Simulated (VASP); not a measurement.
Write the native input for VASP 6.6.1 that does the following.

| Property | Result |
| --- | --- |
| Task | single point |
| Functional | PBE |
| Potentials or basis | VASP PAW PBE potentials, release 64 (Ti_sv) |
| Cutoff | 520 eV |
| k mesh | 24 × 24 × 14 |
| Occupations | gaussian, width 0.15 eV |
| Spin | no spin polarisation |
| Dipole correction | no |
| Further INCAR settings | ALGO = Fast; EDIFF = 1e-06; NBANDS = 19 |

The structure of Ti lies in POSCAR:

```
Ti
1.0
    2.9024089280      0.0000000000      0.0000000000
   -1.4512044640      2.5135598638      0.0000000000
    0.0000000000      0.0000000000      4.8409264427
Ti
2
Direct
    0.3333333333      0.6666666667      0.2500000000
    0.6666666667      0.3333333333      0.7500000000
```

This cell differs from its parent crystal: ratio of the length along z to the lengths across it x 1.05, volume and fractional coordinates fixed.

The input as run:

INCAR

```
SYSTEM = Ti
ALGO = Fast
EDIFF = 1E-6
ENCUT = 520
GGA = PE
ISIF = 2
ISMEAR = 0
LASPH = .True.
LCHARG = .False.
LREAL = .False.
LWAVE = .False.
NBANDS = 19
NELM = 60
PREC = Accurate
SIGMA = 0.15
```

KPOINTS

```
k-points
0
Gamma
  24 24 14
  0 0 0
```

Potentials or basis: VASP PAW PBE potentials, release 64 (Ti_sv).

Launch:

```sh
$ cat potpaw_PBE.64/Ti_sv/POTCAR > POTCAR
$ mpirun -np 1 vasp_std > vasp.out
```

It gave:

| Item | Value |
| --- | --- |
| Pressure | -1.9 GPa |
| Band gap on the k mesh | zero (bands 12 and 13 overlap by 0.87 eV) |

Wall time 4.7 min on 1 thread of Intel(R) Xeon(R) 6975P-C (Granite Rapids) (shared host), peak memory 0.37 GiB.
